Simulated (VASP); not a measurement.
# Ir in VASP: further runs

Ir is run at these levels: PBEsol; tasks: electric field gradients, density of states.

All numbers are computed with VASP 6.6.1; they aren't measurements. Logs are shortened: lines on timing, memory, paths and dates and some standing lists are left out, and cuts for length are marked.

**1. The cell of the first run**

Symmetry: Fm-3m, No. 225, cubic system. The conventional cell has a = 3.915 Å, b = 3.915 Å, c = 3.915 Å, α = 90.00°, β = 90.00°, γ = 90.00°. Ir (site symmetry m-3m) has 12 Ir at 2.77 Å within 3.6 Å.

**2. Electric field gradients, PBEsol (volume scaled by 1.06)**

INCAR reads:

```
ALGO     = Normal         # electronic algorithm
EDIFF    = 1E-8           # SCF threshold, eV
ENCUT    = 520            # plane-wave cutoff, eV
GGA      = PS             # functional
ISIF     = 2              # what is computed and relaxed
ISMEAR   = -1             # smearing method
LASPH    = T              # aspherical terms in the spheres
LCHARG   = F              # write CHGCAR
LEFG     = T            
LREAL    = F              # projectors in reciprocal space
LWAVE    = F              # write WAVECAR
NBANDS   = 10             # bands
NELM     = 80             # most SCF steps
PREC     = Accurate       # precision mode
SIGMA    = 0.05           # smearing width, eV
```

KPOINTS reads:

```
k-points
0
Gamma
  18 18 18
```

POSCAR reads:

```
Ir
1.0
    0.0000000000      1.9573507352      1.9573507352
    1.9573507352      0.0000000000      1.9573507352
    1.9573507352      1.9573507352      0.0000000000
Ir
1
Direct
    0.0000000000      0.0000000000      0.0000000000
```

Potentials or basis: VASP PAW PBE potentials, release 64 (Ir).

The run is started by

```bash
cat potpaw_PBE.64/Ir/POTCAR > POTCAR
mpirun -np 1 vasp_std > vasp.out
```

OUTCAR:

```text
EDIFF = 1E-8
   ENCUT = 520
   GGA = PS
   ISIF = 2
   ISMEAR = -1
   LASPH = T
   LREAL = F
   NELM = 80
   PREC = Accurate

 ion  position               nearest neighbor table
   1  0.000  0.000  0.000-

  LATTYP: Found a face centered cubic cell.
 ALAT       =     3.9147014704

  Lattice vectors:

 A1 = (   0.0000000000,   1.9573507352,   1.9573507352)
 A2 = (   1.9573507352,   0.0000000000,   1.9573507352)
 A3 = (   1.9573507352,   1.9573507352,   0.0000000000)

Analysis of symmetry for initial positions (statically):
=====================================================================
 Subroutine PRICEL returns:
 Original cell was already a primitive cell.

 Routine SETGRP: Setting up the symmetry group for a
 face centered cubic supercell.

 Subroutine GETGRP returns: Found 48 space group operations
 (whereof 48 operations were pure point group operations)
 out of a pool of 48 trial point group operations.

The static configuration has the point symmetry O_h .

Analysis of symmetry for dynamics (positions and initial velocities):
=====================================================================
 Subroutine PRICEL returns:
 Original cell was already a primitive cell.

 Routine SETGRP: Setting up the symmetry group for a
 face centered cubic supercell.

 Subroutine GETGRP returns: Found 48 space group operations
 (whereof 48 operations were pure point group operations)
 out of a pool of 48 trial point group operations.

The dynamic configuration has the point symmetry O_h .

 Subroutine INISYM returns: Found 48 space group operations
 (whereof 48 operations are pure point group operations),
 and found     1 'primitive' translations

----------------------------------------------------------------------------------------

                                     Primitive cell

  volume of cell :      14.9981

  direct lattice vectors                    reciprocal lattice vectors
     0.000000000  1.957350735  1.957350735    -0.255447320  0.255447320  0.255447320
     1.957350735  0.000000000  1.957350735     0.255447320 -0.255447320  0.255447320
     1.957350735  1.957350735  0.000000000     0.255447320  0.255447320 -0.255447320

  length of vectors
[... 115 lines left out ...]
 NGX is ok and might be reduce to    24
   NGX = 11   NGY = 11   NGZ = 11

 number of electron       9.0000001 magnetization

 Free energy of the ion-electron system (eV)
  ---------------------------------------------------
  ext. energy  EPLUGINS =         0.00000000
  ---------------------------------------------------
  free energy    TOTEN  =        -9.76212188 eV

  energy without entropy =       -9.75310273  energy(sigma->0) =       -9.75761230

 E-fermi :   9.2802     XC(G=0): -13.7607

 val. band max:        9.2675457168   @ k =   0.5000   0.3889   0.0556
 cond. band min:       9.2825510455   @ k =   0.5000   0.2222   0.1111
 fundamental gap:      0.0150053287
 Fermi energy:         9.2802147226

 k-point     1 :       0.0000    0.0000    0.0000
  band No.  band energies     occupation
      1      -1.3100      2.00000
      2       5.6891      2.00000
      3       5.6891      2.00000
      4       5.6891      2.00000
      5       8.1633      2.00000
      6       8.1633      2.00000
      7      23.6768      0.00000
      8      28.9045      0.00000
      9      28.9045      0.00000
     10      28.9045      0.00000
[... 287 lines left out ...]
 k-point    24 :      -0.2222    0.0556    0.0000
  band No.  band energies     occupation
      1       0.8087      2.00000
      2       5.0661      2.00000
      3       6.1157      2.00000
      4       6.2015      2.00000
      5       7.9083      2.00000
      6       8.6875      1.99999
      7      23.0937      0.00000
      8      25.9126      0.00000
      9      30.6190      0.00000
     10      31.8966      0.00000

 [... further k-points ...]
[... 5 lines left out ...]
  --------------------------------------------------------------------------------------
  -------------------------------------------------------------------------------------
  Total       -1.9487826     -1.9487826     -1.9487826      0.0000000     -0.0000000     -0.0000000
  in kB     -208.1795239   -208.1795239   -208.1795239      0.0000000     -0.0000000     -0.0000000
  external PRESSURE =    -208.1795239 kB  Pullay stress =       0.0000000 kB

 VOLUME and BASIS-vectors are now :
 -----------------------------------------------------------------------------
  energy-cutoff  :      520.00
  volume of cell :       15.00
      direct lattice vectors                 reciprocal lattice vectors
     0.000000000  1.957350735  1.957350735    -0.255447320  0.255447320  0.255447320
     1.957350735  0.000000000  1.957350735     0.255447320 -0.255447320  0.255447320
     1.957350735  1.957350735  0.000000000     0.255447320  0.255447320 -0.255447320

 POSITION                                       TOTAL-FORCE (eV/Angst)
 -----------------------------------------------------------------------------------
      0.00000      0.00000      0.00000         0.000000      0.000000      0.000000
 -----------------------------------------------------------------------------------
    total drift:                               -0.000000      0.000000     -0.000000

  FREE ENERGIE OF THE ION-ELECTRON SYSTEM (eV)
  ---------------------------------------------------
  free  energy   TOTEN  =        -9.7621218785 eV

  energy  without entropy=       -9.7531027261  energy(sigma->0) =       -9.75761230

 Electric field gradients (V/A^2)
---------------------------------------------------------------------
 ion       V_xx      V_yy      V_zz      V_xy      V_xz      V_yz
---------------------------------------------------------------------
   1       0.000    -0.000    -0.000     0.000     0.000     0.000
---------------------------------------------------------------------

 Electric field gradients after diagonalization (V/A^2)
 (convention: |V_zz| > |V_xx| > |V_yy|)
----------------------------------------------------------------------
 ion       V_xx      V_yy      V_zz     asymmetry (V_yy - V_xx)/ V_zz
----------------------------------------------------------------------
   1      -0.000    -0.000     0.000       0.000
----------------------------------------------------------------------

           NMR quadrupolar parameters

 Cq : quadrupolar parameter    Cq=e*Q*V_zz/h
 eta: asymmetry parameters     (V_yy - V_xx)/ V_zz
 Q  : nuclear electric quadrupole moment in mb (millibarn)
----------------------------------------------------------------------
 ion       Cq(MHz)       eta       Q (mb)
----------------------------------------------------------------------
   1       0.000       0.000       1.000
----------------------------------------------------------------------
```

stdout:

```text
POSCAR found type information on POSCAR Ir
 POSCAR found :  1 types and       1 ions
 scaLAPACK will be used
 -----------------------------------------------------------------------------
|                                                                             |
|                                                                             |
|     You enforced a specific xc type in the INCAR file but a different       |
|     I HOPE YOU KNOW WHAT YOU ARE DOING!                                     |
|                                                                             |
 -----------------------------------------------------------------------------

 LDA part: xc-table for (Slater+PW92), standard interpolation
 POSCAR, INCAR and KPOINTS ok, starting setup
 FFT: planning ... GRIDC
 FFT: planning ... GRID_SOFT
 FFT: planning ... GRID
 WAVECAR not read
 entering main loop
ion   1
```

It took 17 s on 1 thread of Intel Xeon 6975P-C, shared host; peak memory 0.17 GiB.

What came out:

```yaml
Free_energy: -9.7621 eV
Pressure: -20.8 GPa
```

Caveat: the cell differs from its parent crystal (volume scaled by 1.06); without QUAD_EFG the Cq values of the log hold for a quadrupole moment of 1 mb, not for the nuclei; the PAW data sets were made with another functional, which shifts forces and pressure a little; spin-orbit coupling is left out, which moves the levels of the heavy elements.

**3. Density of states, PBEsol**

This run uses another cell than the first one, of 14.15 Å³/atom, 0.943 times its volume.

POSCAR reads:

```
Ir
1.0
    0.0000000000      1.9197000000      1.9197000000
    1.9197000000      0.0000000000      1.9197000000
    1.9197000000      1.9197000000      0.0000000000
Ir
1
Direct
    0.0000000000      0.0000000000      0.0000000000
```

INCAR.step1 reads:

```
PREC = Accurate
ENCUT = 520
EDIFF = 1E-7
ISMEAR = -1
SIGMA = 0.05
LREAL = F
LASPH = T
NELM = 80
ALGO = Normal
ISIF = 2
LWAVE = F
LCHARG = T
LMAXMIX = 4
GGA = PS
NBANDS = 10
```

KPOINTS.step1 reads:

```
Automatic mesh
0
Gamma
  18 18 18
```

INCAR.step2 reads:

```
PREC = Accurate
ENCUT = 520
EDIFF = 1E-7
ISMEAR = -5
SIGMA = 0.05
LREAL = F
LASPH = T
NELM = 80
ALGO = Normal
ISIF = 2
LWAVE = F
LCHARG = F
LMAXMIX = 4
GGA = PS
LORBIT = 11
NBANDS = 10
NEDOS = 1001
ICHARG = 11
```

KPOINTS.step2 reads:

```
Automatic mesh
0
Gamma
  27 27 27
```

Potentials or basis: VASP PAW PBE potentials, release 64 (Ir).

The run is started by

```bash
cat potpaw_PBE.64/Ir/POTCAR > POTCAR
cp INCAR.step1 INCAR
cp KPOINTS.step1 KPOINTS
mpirun -np 1 vasp_std > vasp.out
cp INCAR.step2 INCAR
cp KPOINTS.step2 KPOINTS
mpirun -np 1 vasp_std > vasp.out
```

It took 51 s on 1 thread of Intel Xeon 6975P-C, shared host; peak memory 0.2 GiB.

Results (log left out):

```
Valence electrons inside the program's atomic spheres : Ir 8.38
```

Levels at points of the mesh, in eV from the Fermi level:
```csv
k point,band 1,band 2,band 3,band 4,band 5,band 6,band 7,band 8,band 9
"(0.00, 0.00, 0.00)",-11.18,-3.89,-3.89,-3.89,-1.18,-1.18,14.33,19.90,19.90
```

Caveat: the PAW data sets were made with another functional, which shifts forces and pressure a little; spin-orbit coupling is left out, which moves the levels of the heavy elements; tetrahedron occupations give inexact forces and stress in metals.

**4. Electric field gradients, PBEsol (zz strain of -2 %)**

INCAR reads:

```
SYSTEM = Ir
  PREC = Accurate
  ENCUT = 520
  EDIFF = 1E-8
  ISMEAR = -1
  SIGMA = 0.05
  LREAL = .False.
  LASPH = .True.
  NELM = 60
  ALGO = Normal
  ISIF = 2
  LWAVE = .False.
  LCHARG = .False.
  GGA = PS
  LEFG = .True.
  NBANDS = 10
```

KPOINTS reads:

```
regular mesh
0
Gamma
  18 18 18
  0 0 0
```

POSCAR reads:

```
Ir
1.0
    0.0000000000      1.9197000000      1.8813060000
    1.9197000000      0.0000000000      1.8813060000
    1.9197000000      1.9197000000      0.0000000000
Ir
1
Direct
    0.0000000000      0.0000000000      0.0000000000
```

Potentials or basis: VASP PAW PBE potentials, release 64 (Ir).

The run is started by

```bash
cat potpaw_PBE.64/Ir/POTCAR > POTCAR
mpirun -np 1 vasp_std > vasp.out
```

OUTCAR:

```text
SYSTEM = Ir
   PREC = Accurate
   ENCUT = 520
   EDIFF = 1E-8
   ISMEAR = -1
   LREAL = .False.
   LASPH = .True.
   NELM = 60
   ISIF = 2
   GGA = PS

 ion  position               nearest neighbor table
   1  0.000  0.000  0.000-

  LATTYP: Found a body centered tetragonal cell.
 ALAT       =     2.7148657757
 C/A-ratio  =     1.3859292911

  Lattice vectors:

 A1 = (   0.0000000000,  -1.9197000000,  -1.8813060000)
 A2 = (   0.0000000000,   1.9197000000,  -1.8813060000)
 A3 = (   1.9197000000,   0.0000000000,   1.8813060000)
[... 516 lines left out ...]
    total drift:                                0.000000      0.000000     -0.000000

  FREE ENERGIE OF THE ION-ELECTRON SYSTEM (eV)
  ---------------------------------------------------
  free  energy   TOTEN  =        -9.8157841871 eV

  energy  without entropy=       -9.8077889154  energy(sigma->0) =       -9.81178655

 Electric field gradients (V/A^2)
---------------------------------------------------------------------
 ion       V_xx      V_yy      V_zz      V_xy      V_xz      V_yz
---------------------------------------------------------------------
   1       7.709     7.709   -15.417     0.000     0.000     0.000
---------------------------------------------------------------------

 Electric field gradients after diagonalization (V/A^2)
 (convention: |V_zz| > |V_xx| > |V_yy|)
----------------------------------------------------------------------
 ion       V_xx      V_yy      V_zz     asymmetry (V_yy - V_xx)/ V_zz
----------------------------------------------------------------------
   1       7.709     7.709   -15.417       0.000
----------------------------------------------------------------------

           NMR quadrupolar parameters

 Cq : quadrupolar parameter    Cq=e*Q*V_zz/h
 eta: asymmetry parameters     (V_yy - V_xx)/ V_zz
 Q  : nuclear electric quadrupole moment in mb (millibarn)
----------------------------------------------------------------------
 ion       Cq(MHz)       eta       Q (mb)
----------------------------------------------------------------------
   1      -0.037       0.000       1.000
----------------------------------------------------------------------
```

OSZICAR:

```text
N       E                     dE             d eps       ncg     rms          rms(c)
DAV:   1     0.483813262800E+02    0.48381E+02   -0.43944E+03  9720   0.824E+02
DAV:   2    -0.953128940404E+01   -0.57913E+02   -0.55187E+02  9848   0.199E+02
DAV:   3    -0.104289812782E+02   -0.89769E+00   -0.89455E+00 11188   0.301E+01
DAV:   4    -0.104372330569E+02   -0.82518E-02   -0.82501E-02 10860   0.267E+00
DAV:   5    -0.104373958361E+02   -0.16278E-03   -0.16278E-03 11058   0.361E-01    0.167E+01
DAV:   6    -0.992075392921E+01    0.51664E+00   -0.88203E-01 10784   0.115E+01    0.669E+00
DAV:   7    -0.982300948017E+01    0.97744E-01   -0.28118E-01 11424   0.590E+00    0.147E+00
DAV:   8    -0.982075793882E+01    0.22515E-02   -0.19774E-03 10344   0.449E-01    0.120E+00
DAV:   9    -0.981579359441E+01    0.49643E-02   -0.25749E-03 10544   0.736E-01    0.353E-02
DAV:  10    -0.981578245416E+01    0.11140E-04   -0.16463E-05 14120   0.438E-02    0.173E-02
DAV:  11    -0.981578412357E+01   -0.16694E-05   -0.12928E-06 10552   0.737E-03    0.210E-03
DAV:  12    -0.981578415095E+01   -0.27381E-07   -0.26942E-08 12596   0.168E-03    0.159E-03
DAV:  13    -0.981578418383E+01   -0.32877E-07   -0.14545E-09  5634   0.302E-04    0.114E-04
DAV:  14    -0.981578418706E+01   -0.32376E-08   -0.13105E-10  5116   0.143E-04
   1 F= -.98157842E+01 E0= -.98117866E+01  d E =-.799527E-02
```

Run time: 35 s. Hardware: 1 thread of Intel Xeon 6975P-C, shared host; peak memory 0.19 GiB.

Results:

```
Free energy : -9.8158 eV
Pressure    : 6.5 GPa
```

Stress tensor (GPa, compression positive):
```
 3.70  0.00  0.00
 0.00  3.70  0.00
 0.00  0.00 11.95
```

Levels at points of the mesh, in eV from the Fermi level:
```
           k point  band 2  band 3  band 4  band 5  band 6  band 7
(0.00, 0.00, 0.00)   -4.15   -4.15   -3.88   -1.44   -1.08   14.25
(0.50, 0.00, 0.00)   -4.31   -4.02   -0.91    0.83    0.98    7.41
(0.50, 0.50, 0.00)   -7.64    0.87    1.52    1.52    1.90   11.08
(0.50, 0.00, 0.50)   -7.61    0.89    1.36    1.47    1.63   10.52
```

Electric field gradients, principal values (V/Å²):
| atom | least | middle | greatest (by size) |
| --- | --- | --- | --- |
| 1 Ir | 7.709 | 7.709 | -15.417 |

Caveat: the cell differs from its parent crystal (zz strain of -2 %); without QUAD_EFG the Cq values of the log hold for a quadrupole moment of 1 mb, not for the nuclei; the PAW data sets were made with another functional, which shifts forces and pressure a little; spin-orbit coupling is left out, which moves the levels of the heavy elements.

(Continued in part 2 of 2.)
